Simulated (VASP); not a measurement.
# Zr2AlN3 (R-3m) in VASP: single point with PBE

Aim: the single point of Zr2AlN3 with PBE.

Program: VASP 6.6.1. These are calculated values, not measurements. Logs are shortened: lines on timing, memory, paths and dates and some standing lists are left out, and cuts for length are marked.

## Step 1: The cell of the first run

It takes space group R-3m (No. 166, trigonal). The conventional cell has a = 5.692 Å, b = 5.692 Å, c = 8.305 Å, α = 90.00°, β = 90.00°, γ = 120.00°. Zr (site symmetry 3m) has 3 N at 2.08 Å and 1 Al at 2.67 Å within 2.8 Å. Within 2.8 Å of Al (site symmetry -3m) lie 6 N at 2.15 Å and 2 Zr at 2.67 Å. Within 2.9 Å of N (site symmetry 2/m) lie 2 Zr at 2.08 Å and 2 Al at 2.15 Å and 4 N at 2.85 Å.

The cell was generated, and may not be a known phase.

## Step 2: Single point, PBE

INCAR reads:

```
PREC = Accurate
ENCUT = 520
EDIFF = 1E-6
ISMEAR = 0
SIGMA = 0.1
LREAL = False
LASPH = True
NELM = 80
ALGO = Normal
ISIF = 2
LWAVE = False
LCHARG = True
GGA = PE
LELF = True
LVHAR = True
NBANDS = 30
```

KPOINTS reads:

```
Automatic mesh
0
Gamma
  12 12 12
```

POSCAR reads:

```
Zr2AlN3
1.0
    2.8459856032      1.6431305541      2.7683087434
   -2.8459856032      1.6431305541      2.7683087434
    0.0000000000     -3.2862611082      2.7683087434
Zr Al N
2 1 3
Direct
    0.8209840814      0.8209840814      0.8209840814
    0.1790159186      0.1790159186      0.1790159186
    0.5000000000      0.5000000000      0.5000000000
    0.5000000000      0.0000000000      0.5000000000
    0.5000000000      0.5000000000      0.0000000000
    0.0000000000      0.5000000000      0.5000000000
```

Potentials or basis: VASP PAW PBE potentials, release 64 (Zr_sv, Al, N).

The run is started by

```sh
$ cat potpaw_PBE.64/Zr_sv/POTCAR potpaw_PBE.64/Al/POTCAR potpaw_PBE.64/N/POTCAR > POTCAR
$ mpirun -np 1 vasp_std > vasp.out
```

OUTCAR:

```text
PREC = Accurate
   ENCUT = 520
   EDIFF = 1E-6
   ISMEAR = 0
   LREAL = False
   LASPH = True
   NELM = 80
   ISIF = 2
   GGA = PE

 ion  position               nearest neighbor table
   1  0.821  0.821  0.821-   5 2.08   4 2.08   6 2.08   3 2.67   2 2.97   3 3.29   3 3.29   3 3.29
                             2 3.29   2 3.29   2 3.29
   2  0.179  0.179  0.179-   5 2.08   4 2.08   6 2.08   3 2.67   1 2.97   3 3.29   3 3.29   3 3.29
                             1 3.29   1 3.29   1 3.29
   3  0.500  0.500  0.500-   5 2.15   5 2.15   6 2.15   4 2.15   4 2.15   6 2.15   1 2.67   2 2.67
                             1 3.29   2 3.29   1 3.29   2 3.29   1 3.29   2 3.29
   4  0.500  0.000  0.500-   1 2.08   2 2.08   3 2.15   3 2.15
   5  0.500  0.500  0.000-   1 2.08   2 2.08   3 2.15   3 2.15
   6  0.000  0.500  0.500-   1 2.08   2 2.08   3 2.15   3 2.15

  LATTYP: Found a trigonal (rhomboedric) cell.
 ALAT       =     4.2968645976
 COS(alpha) =     0.1226112604

  Lattice vectors:

 A1 = (   2.8459856032,   1.6431305541,   2.7683087434)
 A2 = (  -2.8459856032,   1.6431305541,   2.7683087434)
 A3 = (   0.0000000000,  -3.2862611082,   2.7683087434)

Analysis of symmetry for initial positions (statically):
=====================================================================
 Subroutine PRICEL returns:
 Original cell was already a primitive cell.

 Routine SETGRP: Setting up the symmetry group for a
 trigonal (rhombohedral) supercell.

 Subroutine GETGRP returns: Found 12 space group operations
 (whereof 12 operations were pure point group operations)
 out of a pool of 12 trial point group operations.

The static configuration has the point symmetry D_3d.

Analysis of symmetry for dynamics (positions and initial velocities):
=====================================================================
 Subroutine PRICEL returns:
 Original cell was already a primitive cell.

 Routine SETGRP: Setting up the symmetry group for a
 trigonal (rhombohedral) supercell.

 Subroutine GETGRP returns: Found 12 space group operations
 (whereof 12 operations were pure point group operations)
 out of a pool of 12 trial point group operations.

The dynamic configuration has the point symmetry D_3d.

 Subroutine INISYM returns: Found 12 space group operations
 (whereof 12 operations are pure point group operations),
 and found     1 'primitive' translations

----------------------------------------------------------------------------------------

                                     Primitive cell

  volume of cell :      77.6731

  direct lattice vectors                    reciprocal lattice vectors
     2.845985603  1.643130554  2.768308743     0.175686061  0.101432395  0.120410461
    -2.845985603  1.643130554  2.768308743    -0.175686061  0.101432395  0.120410461
     0.000000000 -3.286261108  2.768308743     0.000000000 -0.202864789  0.120410461

  length of vectors
     4.296864598  4.296864598  4.296864598     0.235908461  0.235908461  0.235908461

  position of ions in fractional coordinates (direct lattice)
     0.820984081  0.820984081  0.820984081
     0.179015919  0.179015919  0.179015919
     0.500000000  0.500000000  0.500000000
     0.500000000  1.000000000  0.500000000
     0.500000000  0.500000000  0.000000000
     1.000000000  0.500000000  0.500000000

  ion indices of the primitive-cell ions
   primitive index   ion index
                 1           1
                 2           2
                 3           3
                 4           4
                 5           5
                 6           6

----------------------------------------------------------------------------------------

 KPOINTS: Automatic mesh

Automatic generation of k-mesh.
 Grid dimensions read from file:
 generate k-points for:   12   12   12

 Generating k-lattice:

  Cartesian coordinates                     Fractional coordinates (reciprocal lattice)
     0.014640505  0.008452700  0.010034205     0.083333333 -0.000000000 -0.000000000
    -0.014640505  0.008452700  0.010034205    -0.000000000  0.083333333 -0.000000000
     0.000000000 -0.016905399  0.010034205    -0.000000000 -0.000000000  0.083333333

  Length of vectors
     0.019659038  0.019659038  0.019659038

  Shift w.r.t. Gamma in fractional coordinates (k-lattice)
     0.000000000  0.000000000  0.000000000

 Subroutine IBZKPT returns following result:
 ===========================================

 Found    189 irreducible k-points:

 Following reciprocal coordinates:
            Coordinates               Weight
  0.000000  0.000000  0.000000      1.000000
  0.083333 -0.000000 -0.000000      6.000000
  0.166667 -0.000000 -0.000000      6.000000
  0.250000 -0.000000 -0.000000      6.000000
  0.333333 -0.000000 -0.000000      6.000000
  0.416667 -0.000000 -0.000000      6.000000
[... 16 lines left out ...]
  0.500000  0.166667 -0.000000     12.000000
 -0.416667  0.166667  0.000000     12.000000
 [... further k-points ...]
   k-points           NKPTS =    189   k-points in BZ     NKDIM =    189   number of bands    NBANDS=     30
   number of dos      NEDOS =    301   number of ions     NIONS =      6
   total plane-waves  NPLWV =  32768
   dimension x,y,z NGX =    32 NGY =   32 NGZ =   32
   dimension x,y,z NGXF=    64 NGYF=   64 NGZF=   64
   ions per type =               2   1   3
   NGX,Y,Z   is equivalent  to a cutoff of  12.38, 12.38, 12.38 a.u.
   NGXF,Y,Z  is equivalent  to a cutoff of  24.76, 24.76, 24.76 a.u.
 SYSTEM =  unknown system
   PREC   = accura    normal or accurate (medium, high low for compatibility)
   ISTART =      0    job   : 0-new  1-cont  2-samecut
   ICHARG =      2    charge: 1-file 2-atom 10-const
   ISPIN  =      1    spin polarized calculation?
   LNONCOLLINEAR =      F non collinear calculations
   LSORBIT =      F    spin-orbit coupling
   LASPH  =      T    aspherical Exc in radial PAW
   ENCUT  =  520.0 eV  38.22 Ry    6.18 a.u.   7.99  7.99  7.99*2*pi/ulx,y,z
   NELM   =     80;   NELMIN=  2; NELMDL= -5     # of ELM steps
   EDIFF  = 0.1E-05   stopping-criterion for ELM
   LREAL  =      F    real-space projection
   EDIFFG = 0.1E-04   stopping-criterion for IOM
   NSW    =      0    number of steps for IOM
   IBRION =     -1    ionic relax: 0-MD 1-quasi-New 2-CG
   NFREE  =      0    steps in history (QN), initial steepest desc. (CG)
   ISIF   =      2    stress and relaxation
   ISYM   =      2    0-nonsym 1-usesym 2-fastsym
   POTIM  = 0.5000    time-step for ionic-motion
   TEBEG  =    0.0;   TEEND  =   0.0 temperature during run
   PSTRESS=    0.0 pullay stress
   NELECT =      42.0000    total number of electrons
   NUPDOWN=      -1.0000    fix difference up-down
   EMIN   =  10.00;   EMAX   =-10.00  energy-range for DOS
   EFERMI =   0.00;   METHOD = LEGACY
   ISMEAR =     0;   SIGMA  =   0.10  broadening in eV -4-tet -1-fermi 0-gaus
   EFERMI_NEDOS =   21; number of points for ismear=-14 and -15
   IALGO  =     38    algorithm
   IMIX   =      4    mixing-type and parameters
     AMIX     =   0.40;   BMIX     =  1.00
     AMIX_MAG =   1.60;   BMIX_MAG =  1.00
  volume/ion in A,a.u.               =      12.95        87.36
  Fermi-wavevector in a.u.,A,eV,Ry     =   1.333729  2.520383 24.202510  1.778834
  Thomas-Fermi vector in A             =   2.462565
   LORBIT       =      0    0 simple, 1 ext, 2 COOP (PROOUT), +10 PAW based schemes
   GGA     = PE    functional components
   LHFCALC =     F    Hartree Fock is set to
   AEXX    =    0.0000 exact exchange contribution
   IVDW    =     0    specifies the selected vdW correction
   LEPSILON=     F    determine dielectric tensor
   LRPA    =     F    only Hartree local field effects (RPA)
 non-spin polarized calculation
 Gauss-broadening in eV      SIGMA  =   0.10
  energy-cutoff  :      520.00
  volume of cell :       77.67
 maximum number of plane-waves:      2122
   NGX = 15   NGY = 15   NGZ = 15

 number of electron      41.9999992 magnetization

 Free energy of the ion-electron system (eV)
  ---------------------------------------------------
  ext. energy  EPLUGINS =         0.00000000
  ---------------------------------------------------
  free energy    TOTEN  =       -49.22657539 eV

  energy without entropy =      -49.21528525  energy(sigma->0) =      -49.22093032

 E-fermi :   9.7578     XC(G=0): -11.3867

 val. band max:        9.7576286131   @ k =  -0.2500  -0.4167   0.1667
 cond. band min:       9.7602270967   @ k =   0.4167   0.0833   0.0833
 fundamental gap:      0.0025984836
 Fermi energy:         9.7578499634

 k-point     1 :       0.0000    0.0000    0.0000
  band No.  band energies     occupation
      1     -39.8241      2.00000
      2     -39.7108      2.00000
      3     -18.1790      2.00000
      4     -18.1790      2.00000
      5     -18.1656      2.00000
      6     -17.9071      2.00000
[... 22 lines left out ...]
     29      13.3672      0.00000
     30      14.6782      0.00000

 k-point     2 :       0.0833   -0.0000   -0.0000
  band No.  band energies     occupation
      1     -39.8229      2.00000
      2     -39.7119      2.00000
      3     -18.1785      2.00000
      4     -18.1764      2.00000
      5     -18.1646      2.00000
      6     -17.9113      2.00000
[... 22 lines left out ...]
     29      13.4332      0.00000
     30      14.6024      0.00000

 k-point     3 :       0.1667   -0.0000   -0.0000
  band No.  band energies     occupation
      1     -39.8195      2.00000
      2     -39.7149      2.00000
      3     -18.1783      2.00000
      4     -18.1688      2.00000
      5     -18.1601      2.00000
      6     -17.9233      2.00000
[... 682 lines left out ...]
     29      13.6885      0.00000
     30      14.1779      0.00000

 k-point    24 :      -0.4167    0.1667    0.0000
  band No.  band energies     occupation
      1     -39.7998      2.00000
      2     -39.7327      2.00000
      3     -18.2361      2.00000
      4     -18.1432      2.00000
      5     -18.0869      2.00000
      6     -18.0226      2.00000
[... 22 lines left out ...]
     29      13.6056      0.00000
     30      14.2445      0.00000

 [... further k-points ...]

------------------------ aborting loop because EDIFF is reached ----------------------------------------

  FORCE on cell =-STRESS in cart. coord.  units (eV):
  Direction    XX          YY          ZZ          XY          YZ          ZX
  --------------------------------------------------------------------------------------
  -------------------------------------------------------------------------------------
  Total        0.0249745      0.0249745     -0.0134844     -0.0000000      0.0000000      0.0000000
  in kB        0.5151545      0.5151545     -0.2781460     -0.0000000      0.0000000      0.0000000
  external PRESSURE =       0.2507210 kB  Pullay stress =       0.0000000 kB

 VOLUME and BASIS-vectors are now :
 -----------------------------------------------------------------------------
  energy-cutoff  :      520.00
  volume of cell :       77.67
      direct lattice vectors                 reciprocal lattice vectors
     2.845985603  1.643130554  2.768308743     0.175686061  0.101432395  0.120410461
    -2.845985603  1.643130554  2.768308743    -0.175686061  0.101432395  0.120410461
     0.000000000 -3.286261108  2.768308743     0.000000000 -0.202864789  0.120410461

 POSITION                                       TOTAL-FORCE (eV/Angst)
 -----------------------------------------------------------------------------------
      0.00000      0.00000      6.81821        -0.000000      0.000000      0.017513
      0.00000      0.00000      1.48671        -0.000000      0.000000     -0.017513
      0.00000      0.00000      4.15246        -0.000000     -0.000000      0.000000
      1.42299     -0.82157      2.76831        -0.000000     -0.000000      0.000000
      0.00000      1.64313      2.76831         0.000000     -0.000000      0.000000
     -1.42299     -0.82157      2.76831        -0.000000     -0.000000     -0.000000
 -----------------------------------------------------------------------------------
    total drift:                                0.000000      0.000000     -0.000000

  FREE ENERGIE OF THE ION-ELECTRON SYSTEM (eV)
  ---------------------------------------------------
  free  energy   TOTEN  =       -49.2265753915 eV

  energy  without entropy=      -49.2152852526  energy(sigma->0) =      -49.22093032
```

Wall time 8.3 min (1 thread of Intel Xeon 8259CL, shared host); peak memory 0.46 GiB.

What came out:

```
Free energy            : -49.2266 eV
Pressure               : 0.0 GPa
Largest force          : 0.018 eV/Å
Band gap on the k mesh : zero (bands 21 and 22 overlap by 0.82 eV)
```

Forces on the atoms (eV/Å):
```
Zr   0.000  0.000  0.018
Zr   0.000  0.000 -0.018
Al   0.000  0.000  0.000
N    0.000  0.000  0.000
N    0.000  0.000  0.000
N    0.000  0.000  0.000
```
